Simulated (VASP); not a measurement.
# Ga2SnO2 (P6_3/mmc) in VASP: further runs, part 2 of 2

VASP 6.6.1. Earlier steps stand in the parts before.

## Step 3: Single point, PBE

This run uses another cell than the first one, of 16.63 Å³/atom.

INCAR reads:

```
PREC = Accurate ; ENCUT = 520
EDIFF = 1E-6 ; ISMEAR = 0
SIGMA = 0.1 ; LREAL = F
LASPH = T ; NELM = 60
ALGO = Normal ; ISIF = 2
LWAVE = F ; LCHARG = F
GGA = PE ; NBANDS = 63
```

KPOINTS reads:

```
regular mesh
0
Gamma
  12 12 2
```

POSCAR reads:

```
Ga2SnO2
1.0
    3.1742632295      0.0000000000      0.0000000000
   -1.5871316147      2.7489925951      0.0000000000
    0.0000000000      0.0000000000     19.0603675182
Ga Sn O
4 2 4
Direct
    0.6666666667      0.3333333333      0.3855484233
    0.6666666667      0.3333333333      0.1144515767
    0.3333333333      0.6666666667      0.8855484233
    0.3333333333      0.6666666667      0.6144515767
    0.0000000000      0.0000000000      0.7500000000
    0.0000000000      0.0000000000      0.2500000000
    0.6666666667      0.3333333333      0.5784785622
    0.6666666667      0.3333333333      0.9215214378
    0.3333333333      0.6666666667      0.4215214378
    0.3333333333      0.6666666667      0.0784785622
```

Potentials or basis: VASP PAW PBE potentials, release 64 (Ga_d, Sn_d, O).

Run with:

```console
$ cat potpaw_PBE.64/Ga_d/POTCAR potpaw_PBE.64/Sn_d/POTCAR potpaw_PBE.64/O/POTCAR > POTCAR
$ mpirun -np 1 vasp_std > vasp.out
```

OUTCAR:

```text
PREC = Accurate
   ENCUT = 520
   EDIFF = 1E-6
   ISMEAR = 0
   LREAL = F
   LASPH = T
   NELM = 60
   ISIF = 2
   GGA = PE

 ion  position               nearest neighbor table
   1  0.667  0.333  0.386-   9 1.96   9 1.96   9 1.96   6 3.17   6 3.17   6 3.17
   2  0.667  0.333  0.114-  10 1.96  10 1.96  10 1.96   6 3.17   6 3.17   6 3.17
   3  0.333  0.667  0.886-   8 1.96   8 1.96   8 1.96   5 3.17   5 3.17   5 3.17
   4  0.333  0.667  0.614-   7 1.96   7 1.96   7 1.96   5 3.17   5 3.17   5 3.17
   5  0.000  0.000  0.750-   3 3.17   4 3.17   3 3.17   4 3.17   3 3.17   4 3.17
   6  0.000  0.000  0.250-   1 3.17   2 3.17   1 3.17   2 3.17   1 3.17   2 3.17
   7  0.667  0.333  0.578-   4 1.96   4 1.96   4 1.96
   8  0.667  0.333  0.922-   3 1.96   3 1.96   3 1.96
   9  0.333  0.667  0.422-   1 1.96   1 1.96   1 1.96
  10  0.333  0.667  0.078-   2 1.96   2 1.96   2 1.96

  LATTYP: Found a hexagonal cell.
 ALAT       =     3.1742632295
 C/A-ratio  =     6.0046587634

  Lattice vectors:

 A1 = (   3.1742632295,   0.0000000000,   0.0000000000)
 A2 = (  -1.5871316147,   2.7489925951,   0.0000000000)
 A3 = (   0.0000000000,   0.0000000000,  19.0603675182)

Analysis of symmetry for initial positions (statically):
=====================================================================
 Subroutine PRICEL returns:
 Original cell was already a primitive cell.

 Routine SETGRP: Setting up the symmetry group for a
 hexagonal supercell.

 Subroutine GETGRP returns: Found 24 space group operations
 (whereof 12 operations were pure point group operations)
 out of a pool of 24 trial point group operations.

The static configuration has the point symmetry D_3d.
 The point group associated with its full space group is D_6h.

Analysis of symmetry for dynamics (positions and initial velocities):
=====================================================================
 Subroutine PRICEL returns:
 Original cell was already a primitive cell.
[... 152 lines left out ...]
   AEXX    =    0.0000 exact exchange contribution
   IVDW    =     0    specifies the selected vdW correction
   LEPSILON=     F    determine dielectric tensor
   LRPA    =     F    only Hartree local field effects (RPA)
 non-spin polarized calculation
 Gauss-broadening in eV      SIGMA  =   0.10
  energy-cutoff  :      520.00
  volume of cell :      166.32
 maximum number of plane-waves:      4512
 NGX is ok and might be reduce to    24
   NGX = 11   NGY = 11   NGZ = 71

 number of electron     103.9999987 magnetization

 Free energy of the ion-electron system (eV)
  ---------------------------------------------------
  ext. energy  EPLUGINS =         0.00000000
  ---------------------------------------------------
  free energy    TOTEN  =       -48.93214686 eV

  energy without entropy =      -48.92169544  energy(sigma->0) =      -48.92692115

 E-fermi :   5.8333     XC(G=0): -10.3479

 val. band max:        5.7562374706   @ k =   0.2500   0.0833   0.0000
 cond. band min:       5.8614070441   @ k =   0.1667   0.0833   0.5000
 fundamental gap:      0.1051695736
 Fermi energy:         5.8333230648

 k-point     1 :       0.0000    0.0000    0.0000
  band No.  band energies     occupation
      1     -15.8079      2.00000
      2     -15.8078      2.00000
      3     -15.8015      2.00000
      4     -15.8015      2.00000
      5     -15.8015      2.00000
      6     -15.8015      2.00000
[... 1573 lines left out ...]
     62      10.4326      0.00000
     63      12.2124      0.00000

 [... further k-points ...]

------------------------ aborting loop because EDIFF is reached ----------------------------------------

  FORCE on cell =-STRESS in cart. coord.  units (eV):
  Direction    XX          YY          ZZ          XY          YZ          ZX
  --------------------------------------------------------------------------------------
  -------------------------------------------------------------------------------------
  Total        0.4640279      0.4640279      0.0323054      0.0000000     -0.0000000      0.0000000
  in kB        4.4699935      4.4699935      0.3111983      0.0000000     -0.0000000      0.0000000
  external PRESSURE =       3.0837284 kB  Pullay stress =       0.0000000 kB

 VOLUME and BASIS-vectors are now :
 -----------------------------------------------------------------------------
  energy-cutoff  :      520.00
  volume of cell :      166.32
      direct lattice vectors                 reciprocal lattice vectors
     3.174263230  0.000000000  0.000000000     0.315033735  0.181884812  0.000000000
    -1.587131615  2.748992595  0.000000000     0.000000000  0.363769623  0.000000000
     0.000000000  0.000000000 19.060367518     0.000000000  0.000000000  0.052464886

 POSITION                                       TOTAL-FORCE (eV/Angst)
 -----------------------------------------------------------------------------------
      1.58713      0.91633      7.34869        -0.000000      0.000000     -0.039952
      1.58713      0.91633      2.18149        -0.000000      0.000000      0.039952
     -0.00000      1.83266     16.87888         0.000000     -0.000000     -0.039952
     -0.00000      1.83266     11.71167         0.000000      0.000000      0.039952
      0.00000      0.00000     14.29528         0.000000     -0.000000      0.000000
      0.00000      0.00000      4.76509         0.000000      0.000000      0.000000
      1.58713      0.91633     11.02601        -0.000000     -0.000000     -0.041955
      1.58713      0.91633     17.56454        -0.000000      0.000000      0.041955
     -0.00000      1.83266      8.03435         0.000000      0.000000      0.041955
     -0.00000      1.83266      1.49583         0.000000     -0.000000     -0.041955
 -----------------------------------------------------------------------------------
    total drift:                                0.000000     -0.000000      0.000000

  FREE ENERGIE OF THE ION-ELECTRON SYSTEM (eV)
  ---------------------------------------------------
  free  energy   TOTEN  =       -48.9321468603 eV

  energy  without entropy=      -48.9216954412  energy(sigma->0) =      -48.92692115
```

Run time: 5.7 min. Hardware: 1 thread of Intel Xeon Platinum 8488C (Sapphire Rapids), shared host; peak memory 0.48 GiB.

What came out:

```yaml
Free_energy: -48.9321 eV
Pressure: 0.3 GPa
Largest_force: 0.042 eV/Å
Band_gap_on_the_k_mesh: zero (bands 52 and 53 overlap by 1.14 eV)
```

Forces in eV/Å, atoms in the order of the input:
```
Ga   0.000  0.000 -0.040
Ga   0.000  0.000  0.040
Ga   0.000  0.000 -0.040
Ga   0.000  0.000  0.040
Sn   0.000  0.000  0.000
Sn   0.000  0.000  0.000
O    0.000  0.000 -0.042
O    0.000  0.000  0.042
O    0.000  0.000  0.042
O    0.000  0.000 -0.042
```

Stress tensor (GPa, compression positive):
```
0.45 0.00 0.00
0.00 0.45 0.00
0.00 0.00 0.03
```

Levels at points of the mesh, in eV from the Fermi level:
```tsv
k point	band 48	band 49	band 50	band 51	band 52	band 53	band 54	band 55	band 56	band 57
(0.00, 0.00, 0.00)	-3.91	-3.26	-2.49	-1.71	-0.85	0.55	0.98	3.87	4.16	6.79
(0.50, 0.00, 0.00)	-4.37	-3.57	-3.51	-1.37	-1.31	0.39	0.47	1.58	1.70	3.07
(0.00, 0.00, 0.50)	-3.91	-2.93	-2.93	-1.23	-1.23	0.78	0.78	4.01	4.01	7.20
(0.50, 0.00, 0.50)	-4.44	-3.54	-3.54	-1.34	-1.34	0.42	0.42	1.64	1.64	3.22
```

Caveat: spin-orbit coupling is left out, which moves the levels of the heavy elements.
